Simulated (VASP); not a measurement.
Input of a VASP 6.6.1 run:

POSCAR

```
In
1.0
   -2.7671387063      1.9765276474      1.9765276474
    1.9765276474     -2.7671387063      1.9765276474
    1.9765276474      1.9765276474     -2.7671387063
In
1
Direct
    0.0000000000      0.0000000000      0.0000000000
```

Contents of INCAR.step1:

```
ALGO = Normal
EDIFF = 1E-5
ENCUT = 550
GGA = PE
GGA_COMPAT = False
ISMEAR = 0
LASPH = True
LCHARG = False
LREAL = False
LWAVE = True
NBANDS = 12
NELM = 120
PREC = Accurate
SIGMA = 0.15
```

The input INCAR.step2:

```
ALGO = Normal
EDIFF = 1E-6
ENCUT = 550
GGA_COMPAT = False
ISIF = 2
ISMEAR = 0
ISTART = 1
LASPH = True
LCHARG = False
LMIXTAU = True
LREAL = False
LWAVE = False
METAGGA = R2SCAN
NBANDS = 12
NELM = 120
PREC = Accurate
SIGMA = 0.15
```

File KPOINTS:

```
k-points
0
Gamma
  20 20 20
```

Potentials or basis: VASP PAW PBE potentials, release 64 (In_d).

The run is started by

```bash
$ cat potpaw_PBE.64/In_d/POTCAR > POTCAR
$ cp INCAR.step1 INCAR
$ mpirun -np 1 vasp_std > vasp.out
$ cp INCAR.step2 INCAR
$ mpirun -np 1 vasp_std > vasp.out
```

Problem. What does it give for the band gap on the k mesh?

Solution. Zero (an odd number of electrons rules out a gap without spin polarisation).

Problem. Predict the pressure.

Solution. 66.3 GPa.

Stress tensor (GPa, compression positive):
```
66.29 70.29 70.29
70.29 66.29 70.29
70.29 70.29 66.29
```

Caveat: the cell stands under pressure; the PAW data sets were made with another functional, which shifts forces and pressure a little; spin-orbit coupling is left out, which moves the levels of the heavy elements.
